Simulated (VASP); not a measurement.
# SnSe2 (P-3m1) in VASP: a series of runs, part 2 of 3

VASP 6.6.1. Earlier steps stand in the parts before.

## 3. Single point, PBE+D3(BJ)

This run uses another cell than the first one, of the same volume but with other edges.

Contents of INCAR:

```
ALGO = Normal ; EDIFF = 1E-6
ENCUT = 520 ; GGA = PE
ISIF = 2 ; ISMEAR = 0
IVDW = 12 ; LASPH = T
LCHARG = F ; LREAL = F
LWAVE = F ; NBANDS = 20
NELM = 100 ; PREC = Accurate
SIGMA = 0.05
```

Contents of KPOINTS:

```
k-points
0
Gamma
  9 9 6
```

Contents of POSCAR:

```
SnSe2
1.0
    3.5862871595      0.0000000000      0.0000000000
   -1.7931435797      3.1058157854      0.0000000000
    0.0000000000      0.0000000000      6.9301657311
Sn Se
1 2
Direct
    0.0000000000      0.0000000000      0.0000000000
    0.3333333333      0.6666666667      0.2500000000
    0.6666666667      0.3333333333      0.7500000000
```

Potentials or basis: VASP PAW PBE potentials, release 64 (Sn_d, Se).

On the command line:

```bash
$ cat potpaw_PBE.64/Sn_d/POTCAR potpaw_PBE.64/Se/POTCAR > POTCAR
$ mpirun -np 1 vasp_std > vasp.out
```

OUTCAR:

```text
EDIFF = 1E-6
   ENCUT = 520
   GGA = PE
   ISIF = 2
   ISMEAR = 0
   IVDW = 12
   LASPH = T
   LREAL = F
   NELM = 100
   PREC = Accurate
 IVDW          = 12

 ion  position               nearest neighbor table
   1  0.000  0.000  0.000-   2 2.70   3 2.70   2 2.70   3 2.70   3 2.70   2 2.70
   2  0.333  0.667  0.250-   1 2.70   1 2.70   1 2.70
   3  0.667  0.333  0.750-   1 2.70   1 2.70   1 2.70

  LATTYP: Found a hexagonal cell.
 ALAT       =     3.5862871595
 C/A-ratio  =     1.9324068104

  Lattice vectors:

 A1 = (   3.5862871595,   0.0000000000,   0.0000000000)
 A2 = (  -1.7931435797,   3.1058157854,   0.0000000000)
 A3 = (   0.0000000000,   0.0000000000,   6.9301657311)

Analysis of symmetry for initial positions (statically):
=====================================================================
 Subroutine PRICEL returns:
 Original cell was already a primitive cell.

 Routine SETGRP: Setting up the symmetry group for a
 hexagonal supercell.

 Subroutine GETGRP returns: Found 12 space group operations
 (whereof 12 operations were pure point group operations)
 out of a pool of 24 trial point group operations.

The static configuration has the point symmetry D_3d.

Analysis of symmetry for dynamics (positions and initial velocities):
=====================================================================
 Subroutine PRICEL returns:
 Original cell was already a primitive cell.

 Routine SETGRP: Setting up the symmetry group for a
 hexagonal supercell.

 Subroutine GETGRP returns: Found 12 space group operations
 (whereof 12 operations were pure point group operations)
 out of a pool of 24 trial point group operations.

The dynamic configuration has the point symmetry D_3d.

 Subroutine INISYM returns: Found 12 space group operations
 (whereof 12 operations are pure point group operations),
 and found     1 'primitive' translations

----------------------------------------------------------------------------------------

                                     Primitive cell

  volume of cell :      77.1906

  direct lattice vectors                    reciprocal lattice vectors
     3.586287159  0.000000000  0.000000000     0.278839913  0.160988299  0.000000000
    -1.793143580  3.105815785  0.000000000     0.000000000  0.321976598  0.000000000
     0.000000000  0.000000000  6.930165731     0.000000000  0.000000000  0.144296693

  length of vectors
     3.586287159  3.586287159  6.930165731     0.321976598  0.321976598  0.144296693

  position of ions in fractional coordinates (direct lattice)
     0.000000000  0.000000000  0.000000000
     0.333333333  0.666666667  0.250000000
     0.666666667  0.333333333  0.750000000

  ion indices of the primitive-cell ions
   primitive index   ion index
                 1           1
                 2           2
                 3           3

----------------------------------------------------------------------------------------

 KPOINTS: k-points

Automatic generation of k-mesh.
 Grid dimensions read from file:
 generate k-points for:    9    9    6

 Generating k-lattice:

  Cartesian coordinates                     Fractional coordinates (reciprocal lattice)
     0.030982213  0.017887589  0.000000000     0.111111111  0.000000000  0.000000000
     0.000000000  0.035775178  0.000000000     0.000000000  0.111111111  0.000000000
     0.000000000  0.000000000  0.024049449     0.000000000  0.000000000  0.166666667

  Length of vectors
     0.035775178  0.035775178  0.024049449

  Shift w.r.t. Gamma in fractional coordinates (k-lattice)
     0.000000000  0.000000000  0.000000000

 Subroutine IBZKPT returns following result:
 ===========================================

 Found     62 irreducible k-points:

 Following reciprocal coordinates:
            Coordinates               Weight
  0.000000  0.000000  0.000000      1.000000
  0.111111  0.000000  0.000000      6.000000
  0.222222  0.000000  0.000000      6.000000
  0.333333  0.000000  0.000000      6.000000
  0.444444  0.000000  0.000000      6.000000
  0.111111  0.111111  0.000000      6.000000
[... 16 lines left out ...]
  0.222222  0.111111  0.166667     12.000000
 -0.111111  0.333333  0.166667     12.000000
 [... further k-points ...]
   k-points           NKPTS =     62   k-points in BZ     NKDIM =     62   number of bands    NBANDS=     20
   number of dos      NEDOS =    301   number of ions     NIONS =      3
   total plane-waves  NPLWV =  42336
   dimension x,y,z NGX =    28 NGY =   28 NGZ =   54
   dimension x,y,z NGXF=    56 NGYF=   56 NGZF=  108
   ions per type =               1   2
   NGX,Y,Z   is equivalent  to a cutoff of  12.98, 12.98, 12.95 a.u.
   NGXF,Y,Z  is equivalent  to a cutoff of  25.96, 25.96, 25.91 a.u.
 SYSTEM =  unknown system
   PREC   = accura    normal or accurate (medium, high low for compatibility)
   ISTART =      0    job   : 0-new  1-cont  2-samecut
   ICHARG =      2    charge: 1-file 2-atom 10-const
   ISPIN  =      1    spin polarized calculation?
   LNONCOLLINEAR =      F non collinear calculations
   LSORBIT =      F    spin-orbit coupling
   LASPH  =      T    aspherical Exc in radial PAW
   ENCUT  =  520.0 eV  38.22 Ry    6.18 a.u.   6.67  6.67 12.89*2*pi/ulx,y,z
   NELM   =    100;   NELMIN=  2; NELMDL= -5     # of ELM steps
   EDIFF  = 0.1E-05   stopping-criterion for ELM
   LREAL  =      F    real-space projection
   EDIFFG = 0.1E-04   stopping-criterion for IOM
   NSW    =      0    number of steps for IOM
   IBRION =     -1    ionic relax: 0-MD 1-quasi-New 2-CG
   NFREE  =      0    steps in history (QN), initial steepest desc. (CG)
   ISIF   =      2    stress and relaxation
   ISYM   =      2    0-nonsym 1-usesym 2-fastsym
   POTIM  = 0.5000    time-step for ionic-motion
   TEBEG  =    0.0;   TEEND  =   0.0 temperature during run
   PSTRESS=    0.0 pullay stress
   NELECT =      26.0000    total number of electrons
   NUPDOWN=      -1.0000    fix difference up-down
   EMIN   =  10.00;   EMAX   =-10.00  energy-range for DOS
   EFERMI =   0.00;   METHOD = LEGACY
   ISMEAR =     0;   SIGMA  =   0.05  broadening in eV -4-tet -1-fermi 0-gaus
   EFERMI_NEDOS =   21; number of points for ismear=-14 and -15
   IALGO  =     38    algorithm
   IMIX   =      4    mixing-type and parameters
     AMIX     =   0.40;   BMIX     =  1.00
     AMIX_MAG =   1.60;   BMIX_MAG =  1.00
  volume/ion in A,a.u.               =      25.73       173.64
  Fermi-wavevector in a.u.,A,eV,Ry     =   1.139054  2.152501 17.652812  1.297445
  Thomas-Fermi vector in A             =   2.275758
   LORBIT       =      0    0 simple, 1 ext, 2 COOP (PROOUT), +10 PAW based schemes
   GGA     = PE    functional components
   LHFCALC =     F    Hartree Fock is set to
   AEXX    =    0.0000 exact exchange contribution
   IVDW    =    12    specifies the selected vdW correction
   LEPSILON=     F    determine dielectric tensor
   LRPA    =     F    only Hartree local field effects (RPA)
 non-spin polarized calculation
 Gauss-broadening in eV      SIGMA  =   0.05
  energy-cutoff  :      520.00
  volume of cell :       77.19
 maximum number of plane-waves:      2125
 NGX is ok and might be reduce to    28

 number of electron      25.9999995 magnetization

 Free energy of the ion-electron system (eV)
  ---------------------------------------------------
  ext. energy  EPLUGINS =         0.00000000
  ---------------------------------------------------
  free energy    TOTEN  =       -11.45095442 eV

  energy without entropy =      -11.44904263  energy(sigma->0) =      -11.44999853

 E-fermi :   4.7046     XC(G=0):  -9.4403

 val. band max:        4.7002311884   @ k =   0.1111   0.0000   0.1667
 cond. band min:       4.7112538227   @ k =   0.0000   0.0000   0.5000
 fundamental gap:      0.0110226343
 Fermi energy:         4.7045940782

 k-point     1 :       0.0000    0.0000    0.0000
  band No.  band energies     occupation
      1     -17.0675      2.00000
      2     -17.0675      2.00000
      3     -16.9939      2.00000
      4     -16.9717      2.00000
      5     -16.9717      2.00000
      6      -9.8847      2.00000
[... 12 lines left out ...]
     19      13.7719      0.00000
[... 513 lines left out ...]
      4     -16.9790      2.00000
      5     -16.9560      2.00000
      6      -8.9183      2.00000
[... 12 lines left out ...]
     19      12.3153      0.00000
     20      13.3351      0.00000

 [... further k-points ...]

------------------------ aborting loop because EDIFF is reached ----------------------------------------

 Edisp (eV)   -1.08339

 E8    (eV) :    -0.4737

  FORCE on cell =-STRESS in cart. coord.  units (eV):
  Direction    XX          YY          ZZ          XY          YZ          ZX
  --------------------------------------------------------------------------------------
  -------------------------------------------------------------------------------------
  Total       3.76827     3.76827    -2.35289     0.00000     0.00000     0.00000
  in kB      78.21466    78.21466   -48.83687     0.00000     0.00000     0.00000
  external pressure =       35.86 kB  Pullay stress =        0.00 kB

 VOLUME and BASIS-vectors are now :
 -----------------------------------------------------------------------------
  energy-cutoff  :      520.00
  volume of cell :       77.19
      direct lattice vectors                 reciprocal lattice vectors
     3.586287159  0.000000000  0.000000000     0.278839913  0.160988299  0.000000000
    -1.793143580  3.105815785  0.000000000     0.000000000  0.321976598  0.000000000
     0.000000000  0.000000000  6.930165731     0.000000000  0.000000000  0.144296693

 POSITION                                       TOTAL-FORCE (eV/Angst)
 -----------------------------------------------------------------------------------
      0.00000      0.00000      0.00000        -0.000000      0.000000      0.000000
     -0.00000      2.07054      1.73254         0.000000      0.000000     -0.426529
      1.79314      1.03527      5.19762        -0.000000     -0.000000      0.426529
 -----------------------------------------------------------------------------------
    total drift:                               -0.000000     -0.000000     -0.000000

  FREE ENERGIE OF THE ION-ELECTRON SYSTEM (eV)
  ---------------------------------------------------
  free  energy   TOTEN  =       -12.5343433992 eV

  energy  without entropy=      -12.5324316081  energy(sigma->0) =      -12.53338750
```

OSZICAR:

```text
N       E                     dE             d eps       ncg     rms          rms(c)
DAV:   1     0.210310948551E+03    0.21031E+03   -0.12237E+04  2564   0.149E+03
DAV:   2     0.131545395545E+02   -0.19716E+03   -0.18960E+03  2636   0.395E+02
DAV:   3    -0.108587565244E+02   -0.24013E+02   -0.23460E+02  3080   0.116E+02
DAV:   4    -0.116926936009E+02   -0.83394E+00   -0.83245E+00  2952   0.226E+01
DAV:   5    -0.117125820863E+02   -0.19888E-01   -0.19887E-01  3372   0.372E+00    0.526E+00
DAV:   6    -0.114786079622E+02    0.23397E+00   -0.48842E-01  3756   0.719E+00    0.332E+00
DAV:   7    -0.114508322362E+02    0.27776E-01   -0.14902E-01  2964   0.248E+00    0.924E-01
DAV:   8    -0.114506586938E+02    0.17354E-03   -0.14458E-02  3212   0.986E-01    0.313E-01
DAV:   9    -0.114509359989E+02   -0.27731E-03   -0.17216E-03  2728   0.301E-01    0.882E-02
DAV:  10    -0.114509242325E+02    0.11766E-04   -0.20600E-04  2992   0.108E-01    0.317E-02
DAV:  11    -0.114509534513E+02   -0.29219E-04   -0.51695E-05  2684   0.589E-02    0.936E-03
DAV:  12    -0.114509544238E+02   -0.97248E-06   -0.14903E-06  2544   0.121E-02
   1 F= -.12534343E+02 E0= -.12533388E+02  d E =-.191179E-02
```

stdout:

```text
POSCAR found type information on POSCAR SnSe
 POSCAR found :  2 types and       3 ions
 scaLAPACK will be used
 LDA part: xc-table for (Slater+PW92), standard interpolation
 POSCAR, INCAR and KPOINTS ok, starting setup
 FFT: planning ... GRIDC
 FFT: planning ... GRID_SOFT
 FFT: planning ... GRID
 WAVECAR not read
 entering main loop
```

Run time: 1.9 min. Hardware: 1 thread of Intel Xeon 8259CL, shared host; peak memory 0.26 GiB.

Results:

* Free energy: -12.5343 eV
* Pressure: 3.6 GPa
* Largest force: 0.427 eV/Å
* Band gap on the k mesh: zero (bands 13 and 14 overlap by 0.05 eV)
* Dispersion energy per atom: -0.361 eV

Forces on the atoms (eV/Å):
```
Sn   0.000  0.000  0.000
Se   0.000  0.000 -0.427
Se   0.000  0.000  0.427
```

Levels at points of the mesh, in eV from the Fermi level:
```tsv
k point	band 10	band 11	band 12	band 13	band 14	band 15	band 16	band 17
(0.00, 0.00, 0.00)	-0.36	-0.36	-0.07	-0.07	0.92	3.64	4.91	4.91
(0.00, 0.00, 0.50)	-0.41	-0.41	0.01	0.01	2.54	3.49	4.81	4.81
```

Caveat: the stress differs along the axes, from -5 to 8 GPa; semilocal functionals underestimate gaps, and a narrow one can read as zero; spin-orbit coupling is left out, which moves the levels of the heavy elements.

[end of part 2 of 3]
